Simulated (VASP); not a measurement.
# CaCu3C2 (P6/mmm) in VASP: further runs

CaCu3C2 is run at these levels: PBE; tasks: single point, relaxation of cell and atoms.

All numbers are computed with VASP 6.6.1; they aren't measurements. Logs are shortened: lines on timing, memory, paths and dates and some standing lists are left out, and cuts for length are marked.

## (1) The cell of the first run

The structure is hexagonal, space group P6/mmm (No. 191). Conventional cell: a = 5.187 Å, b = 5.187 Å, c = 3.037 Å, α = 90.00°, β = 90.00°, γ = 120.00°. Ca (site symmetry 6/mmm) has 6 C at 2.99 Å and 12 Cu at 3.01 Å and 2 Ca at 3.04 Å within 3.9 Å. Within 2.8 Å of Cu (site symmetry mmm) lie 4 C at 2.13 Å and 4 Cu at 2.59 Å. C (site symmetry -6m2) has 6 Cu at 2.13 Å within 2.8 Å.

The cell was generated, and may not be a known phase.

## (2) Single point, PBE

Contents of INCAR:

```
PREC = Accurate
ENCUT = 520
EDIFF = 1E-7
ISMEAR = 0
SIGMA = 0.1
LREAL = False
LASPH = True
NELM = 100
ALGO = Normal
ISIF = 2
LWAVE = False
LCHARG = False
GGA = PE
NBANDS = 34
```

Contents of KPOINTS:

```
regular mesh
0
Gamma
  6 6 6
```

Contents of POSCAR:

```
CaCu3C2
1.0
    5.1866924198      0.0000000000      0.0000000000
   -2.5933462099      4.4918073971      0.0000000000
    0.0000000000      0.0000000000      3.0367063298
Ca Cu C
1 3 2
Direct
    0.0000000000      0.0000000000      0.0000000000
    0.0000000000      0.5000000000      0.5000000000
    0.5000000000      0.5000000000      0.5000000000
    0.5000000000      0.0000000000      0.5000000000
    0.3333333333      0.6666666667      0.0000000000
    0.6666666667      0.3333333333      0.0000000000
```

Potentials or basis: VASP PAW PBE potentials, release 64 (Ca_sv, Cu, C).

Started as:

```console
$ cat potpaw_PBE.64/Ca_sv/POTCAR potpaw_PBE.64/Cu/POTCAR potpaw_PBE.64/C/POTCAR > POTCAR
$ mpirun -np 1 vasp_std > vasp.out
```

OUTCAR:

```text
PREC = Accurate
   ENCUT = 520
   EDIFF = 1E-7
   ISMEAR = 0
   LREAL = False
   LASPH = True
   NELM = 100
   ISIF = 2
   GGA = PE

 ion  position               nearest neighbor table
   1  0.000  0.000  0.000-
   2  0.000  0.500  0.500-   5 2.13   6 2.13   5 2.13   6 2.13   4 2.59   4 2.59   3 2.59   3 2.59

   3  0.500  0.500  0.500-   5 2.13   6 2.13   5 2.13   6 2.13   4 2.59   4 2.59   2 2.59   2 2.59

   4  0.500  0.000  0.500-   5 2.13   6 2.13   5 2.13   6 2.13   2 2.59   3 2.59   3 2.59   2 2.59

   5  0.333  0.667  0.000-   4 2.13   4 2.13   2 2.13   2 2.13   3 2.13   3 2.13
   6  0.667  0.333  0.000-   4 2.13   4 2.13   2 2.13   2 2.13   3 2.13   3 2.13

  LATTYP: Found a hexagonal cell.
 ALAT       =     5.1866924198
 C/A-ratio  =     0.5854803185

  Lattice vectors:

 A1 = (   5.1866924198,   0.0000000000,   0.0000000000)
 A2 = (  -2.5933462099,   4.4918073971,   0.0000000000)
 A3 = (   0.0000000000,   0.0000000000,   3.0367063298)

Analysis of symmetry for initial positions (statically):
=====================================================================
 Subroutine PRICEL returns:
 Original cell was already a primitive cell.

 Routine SETGRP: Setting up the symmetry group for a
 hexagonal supercell.

 Subroutine GETGRP returns: Found 24 space group operations
 (whereof 24 operations were pure point group operations)
 out of a pool of 24 trial point group operations.

The static configuration has the point symmetry D_6h.

Analysis of symmetry for dynamics (positions and initial velocities):
=====================================================================
 Subroutine PRICEL returns:
 Original cell was already a primitive cell.

 Routine SETGRP: Setting up the symmetry group for a
 hexagonal supercell.

 Subroutine GETGRP returns: Found 24 space group operations
 (whereof 24 operations were pure point group operations)
 out of a pool of 24 trial point group operations.

The dynamic configuration has the point symmetry D_6h.

 Subroutine INISYM returns: Found 24 space group operations
 (whereof 24 operations are pure point group operations),
 and found     1 'primitive' translations

----------------------------------------------------------------------------------------

                                     Primitive cell

  volume of cell :      70.7480

  direct lattice vectors                    reciprocal lattice vectors
     5.186692420  0.000000000  0.000000000     0.192801099  0.111313767  0.000000000
    -2.593346210  4.491807397  0.000000000     0.000000000  0.222627533  0.000000000
     0.000000000  0.000000000  3.036706330     0.000000000  0.000000000  0.329304151

  length of vectors
     5.186692420  5.186692420  3.036706330     0.222627533  0.222627533  0.329304151

  position of ions in fractional coordinates (direct lattice)
     0.000000000  0.000000000  0.000000000
     1.000000000  0.500000000  0.500000000
     0.500000000  0.500000000  0.500000000
     0.500000000  0.000000000  0.500000000
     0.333333333  0.666666667  0.000000000
     0.666666667  0.333333333  0.000000000

  ion indices of the primitive-cell ions
   primitive index   ion index
                 1           1
                 2           2
                 3           3
                 4           4
                 5           5
                 6           6

----------------------------------------------------------------------------------------

 KPOINTS: regular mesh

Automatic generation of k-mesh.
 Grid dimensions read from file:
 generate k-points for:    6    6    6

 Generating k-lattice:

  Cartesian coordinates                     Fractional coordinates (reciprocal lattice)
     0.032133517  0.018552294  0.000000000     0.166666667 -0.000000000  0.000000000
     0.000000000  0.037104589  0.000000000     0.000000000  0.166666667  0.000000000
     0.000000000  0.000000000  0.054884025     0.000000000  0.000000000  0.166666667

  Length of vectors
     0.037104589  0.037104589  0.054884025

  Shift w.r.t. Gamma in fractional coordinates (k-lattice)
     0.000000000  0.000000000  0.000000000

 Subroutine IBZKPT returns following result:
 ===========================================

 Found     28 irreducible k-points:

 Following reciprocal coordinates:
            Coordinates               Weight
  0.000000  0.000000  0.000000      1.000000
  0.166667  0.000000  0.000000      6.000000
  0.333333  0.000000  0.000000      6.000000
  0.500000  0.000000  0.000000      3.000000
  0.166667  0.166667  0.000000      6.000000
  0.333333  0.166667  0.000000     12.000000
[... 16 lines left out ...]
  0.166667  0.000000  0.500000      6.000000
  0.333333  0.000000  0.500000      6.000000
 [... further k-points ...]
   k-points           NKPTS =     28   k-points in BZ     NKDIM =     28   number of bands    NBANDS=     34
   number of dos      NEDOS =    301   number of ions     NIONS =      6
   total plane-waves  NPLWV =  38400
   dimension x,y,z NGX =    40 NGY =   40 NGZ =   24
   dimension x,y,z NGXF=    80 NGYF=   80 NGZF=   48
   ions per type =               1   3   2
   NGX,Y,Z   is equivalent  to a cutoff of  12.82, 12.82, 13.14 a.u.
   NGXF,Y,Z  is equivalent  to a cutoff of  25.64, 25.64, 26.28 a.u.
 SYSTEM =  unknown system
   PREC   = accura    normal or accurate (medium, high low for compatibility)
   ISTART =      0    job   : 0-new  1-cont  2-samecut
   ICHARG =      2    charge: 1-file 2-atom 10-const
   ISPIN  =      1    spin polarized calculation?
   LNONCOLLINEAR =      F non collinear calculations
   LSORBIT =      F    spin-orbit coupling
   LASPH  =      T    aspherical Exc in radial PAW
   ENCUT  =  520.0 eV  38.22 Ry    6.18 a.u.   9.64  9.64  5.65*2*pi/ulx,y,z
   NELM   =    100;   NELMIN=  2; NELMDL= -5     # of ELM steps
   EDIFF  = 0.1E-06   stopping-criterion for ELM
   LREAL  =      F    real-space projection
   EDIFFG = 0.1E-05   stopping-criterion for IOM
   NSW    =      0    number of steps for IOM
   IBRION =     -1    ionic relax: 0-MD 1-quasi-New 2-CG
   NFREE  =      0    steps in history (QN), initial steepest desc. (CG)
   ISIF   =      2    stress and relaxation
   ISYM   =      2    0-nonsym 1-usesym 2-fastsym
   POTIM  = 0.5000    time-step for ionic-motion
   TEBEG  =    0.0;   TEEND  =   0.0 temperature during run
   PSTRESS=    0.0 pullay stress
   NELECT =      51.0000    total number of electrons
   NUPDOWN=      -1.0000    fix difference up-down
   EMIN   =  10.00;   EMAX   =-10.00  energy-range for DOS
   EFERMI =   0.00;   METHOD = LEGACY
   ISMEAR =     0;   SIGMA  =   0.10  broadening in eV -4-tet -1-fermi 0-gaus
   EFERMI_NEDOS =   21; number of points for ismear=-14 and -15
   IALGO  =     38    algorithm
   IMIX   =      4    mixing-type and parameters
     AMIX     =   0.40;   BMIX     =  1.00
     AMIX_MAG =   1.60;   BMIX_MAG =  1.00
  volume/ion in A,a.u.               =      11.79        79.57
  Fermi-wavevector in a.u.,A,eV,Ry     =   1.467890  2.773909 29.316475  2.154700
  Thomas-Fermi vector in A             =   2.583453
   LORBIT       =      0    0 simple, 1 ext, 2 COOP (PROOUT), +10 PAW based schemes
   GGA     = PE    functional components
   LHFCALC =     F    Hartree Fock is set to
   AEXX    =    0.0000 exact exchange contribution
   IVDW    =     0    specifies the selected vdW correction
   LEPSILON=     F    determine dielectric tensor
   LRPA    =     F    only Hartree local field effects (RPA)
 non-spin polarized calculation
 Gauss-broadening in eV      SIGMA  =   0.10
  energy-cutoff  :      520.00
  volume of cell :       70.75
 maximum number of plane-waves:      1931
 NGX is ok and might be reduce to    40
   NGX = 19   NGY = 19   NGZ = 11

 number of electron      50.9999950 magnetization

 Free energy of the ion-electron system (eV)
  ---------------------------------------------------
  ext. energy  EPLUGINS =         0.00000000
  ---------------------------------------------------
  free energy    TOTEN  =       -27.17629880 eV

  energy without entropy =      -27.16527210  energy(sigma->0) =      -27.17078545

 E-fermi :   7.0214     XC(G=0): -11.9225

 val. band max:        7.0150685677   @ k =   0.3333   0.0000   0.5000
 cond. band min:       7.0545131847   @ k =   0.3333   0.1667   0.0000
 fundamental gap:      0.0394446170
 Fermi energy:         7.0213674435

 k-point     1 :       0.0000    0.0000    0.0000
  band No.  band energies     occupation
      1     -33.6589      2.00000
      2     -14.6908      2.00000
      3     -14.6908      2.00000
      4     -14.4752      2.00000
      5      -6.1734      2.00000
      6      -3.2668      2.00000
[... 26 lines left out ...]
     33      12.4255      0.00000
     34      12.4769      0.00000

 k-point     2 :       0.1667    0.0000    0.0000
  band No.  band energies     occupation
      1     -33.6587      2.00000
      2     -14.6977      2.00000
      3     -14.6924      2.00000
      4     -14.4753      2.00000
      5      -6.0278      2.00000
      6      -3.5573      2.00000
[... 26 lines left out ...]
     33      12.4262      0.00000
     34      12.4348      0.00000

 k-point     3 :       0.3333    0.0000    0.0000
  band No.  band energies     occupation
      1     -33.6585      2.00000
      2     -14.7113      2.00000
      3     -14.6956      2.00000
      4     -14.4756      2.00000
      5      -5.6416      2.00000
      6      -4.1578      2.00000
[... 26 lines left out ...]
     33      12.3118      0.00000
     34      12.3714      0.00000
[... 704 lines left out ...]
 k-point    23 :       0.1667    0.0000    0.5000
  band No.  band energies     occupation
      1     -33.5555      2.00000
      2     -15.2734      2.00000
      3     -14.5834      2.00000
      4     -14.5814      2.00000
      5      -3.8418      2.00000
      6      -3.2398      2.00000
[... 26 lines left out ...]
     33      12.1202      0.00000
     34      12.5077      0.00000

 k-point    24 :       0.3333    0.0000    0.5000
  band No.  band energies     occupation
      1     -33.5554      2.00000
      2     -15.2705      2.00000
      3     -14.5881      2.00000
      4     -14.5820      2.00000
      5      -3.6838      2.00000
      6      -3.3457      2.00000
[... 26 lines left out ...]
     33      12.7501      0.00000
     34      12.8424      0.00000

 [... further k-points ...]
[... 5 lines left out ...]
  --------------------------------------------------------------------------------------
  -------------------------------------------------------------------------------------
  Total        0.1642314      0.1642314      0.3654548      0.0000000     -0.0000000      0.0000000
  in kB        3.7192239      3.7192239      8.2761781      0.0000000     -0.0000000      0.0000000
  external PRESSURE =       5.2382086 kB  Pullay stress =       0.0000000 kB

 VOLUME and BASIS-vectors are now :
 -----------------------------------------------------------------------------
  energy-cutoff  :      520.00
  volume of cell :       70.75
      direct lattice vectors                 reciprocal lattice vectors
     5.186692420  0.000000000  0.000000000     0.192801099  0.111313767  0.000000000
    -2.593346210  4.491807397  0.000000000     0.000000000  0.222627533  0.000000000
     0.000000000  0.000000000  3.036706330     0.000000000  0.000000000  0.329304151

 POSITION                                       TOTAL-FORCE (eV/Angst)
 -----------------------------------------------------------------------------------
      0.00000      0.00000      0.00000         0.000000      0.000000     -0.000000
     -1.29667      2.24590      1.51835         0.000000      0.000000     -0.000000
      1.29667      2.24590      1.51835         0.000000      0.000000     -0.000000
      2.59335      0.00000      1.51835         0.000000      0.000000     -0.000000
     -0.00000      2.99454      0.00000         0.000000     -0.000000      0.000000
      2.59335      1.49727      0.00000        -0.000000      0.000000     -0.000000
 -----------------------------------------------------------------------------------
    total drift:                               -0.000000      0.000000     -0.000000

  FREE ENERGIE OF THE ION-ELECTRON SYSTEM (eV)
  ---------------------------------------------------
  free  energy   TOTEN  =       -27.1762988020 eV

  energy  without entropy=      -27.1652721007  energy(sigma->0) =      -27.17078545
```

It took 2.5 min on 1 thread of Oxide Virtual Turin-like, shared host; peak memory 0.19 GiB.

What came out:

| Quantity | Value |
| --- | --- |
| Free energy | -27.1763 eV |
| Pressure | 0.5 GPa |
| Band gap on the k mesh | zero (an odd number of electrons rules out a gap without spin polarisation) |

## (3) Single point, PBE

This run uses another cell than the first one, of 14.40 Å³/atom.

Contents of INCAR:

```
  PREC = Accurate
  ENCUT = 520
  EDIFF = 1E-7
  ISMEAR = 0
  SIGMA = 0.1
  LREAL = False
  LASPH = True
  NELM = 80
  ALGO = Normal
  ISIF = 2
  LWAVE = False
  LCHARG = True
  GGA = PE
  LELF = True
  LVHAR = True
  NBANDS = 34
```

KPOINTS is that of step 2.

Contents of POSCAR:

```
CaCu3C2
1.0
    5.3158421400      0.0000000000      0.0000000000
   -2.6579210700      4.6036543300      0.0000000000
    0.0000000000      0.0000000000      3.5309647200
Ca Cu C
1 3 2
Direct
    0.0000000000      0.0000000000      0.0000000000
    0.0000000000      0.5000000000      0.5000000000
    0.5000000000      0.5000000000      0.5000000000
    0.5000000000      0.0000000000      0.5000000000
    0.3333333300      0.6666666700      0.0000000000
    0.6666666700      0.3333333300      0.0000000000
```

Potentials or basis: VASP PAW PBE potentials, release 64 (Ca_sv, Cu, C).

Started as:

```console
$ cat potpaw_PBE.64/Ca_sv/POTCAR potpaw_PBE.64/Cu/POTCAR potpaw_PBE.64/C/POTCAR > POTCAR
$ mpirun -np 1 vasp_std > vasp.out
```

Wall time 2.6 min (1 thread of Oxide Virtual Turin-like, shared host); peak memory 0.21 GiB.

The run converged. Its results:

```yaml
Free_energy: -26.0284 eV
Pressure: -15.6 GPa
Band_gap_on_the_k_mesh: zero (an odd number of electrons rules out a gap without spin polarisation)
```

Stress tensor (GPa, compression positive):
```
-12.56   0.00   0.00
  0.00 -12.56   0.00
  0.00   0.00 -21.55
```

Levels at points of the mesh, in eV from the Fermi level:
| k point | band 23 | band 24 | band 25 | band 26 | band 27 | band 28 | band 29 | band 30 |
| --- | --- | --- | --- | --- | --- | --- | --- | --- |
| (0.00, 0.00, 0.00) | -1.39 | -1.39 | -0.93 | -0.93 | 0.16 | 2.52 | 3.45 | 4.27 |
| (0.50, 0.00, 0.00) | -1.32 | -0.35 | 0.03 | 0.12 | 0.84 | 1.31 | 2.73 | 2.78 |
| (0.00, 0.00, 0.50) | -2.30 | -1.95 | -1.63 | 0.36 | 0.36 | 1.48 | 1.48 | 3.73 |
| (0.50, 0.00, 0.50) | -2.32 | -1.81 | -0.39 | 0.33 | 0.33 | 0.82 | 1.37 | 3.10 |

Caveat: the stress differs along the axes, from -22 to -13 GPa.

(Continued in part 2 of 2.)

The gap in the log of VASP goes by the Fermi energy; the results here count the filled bands.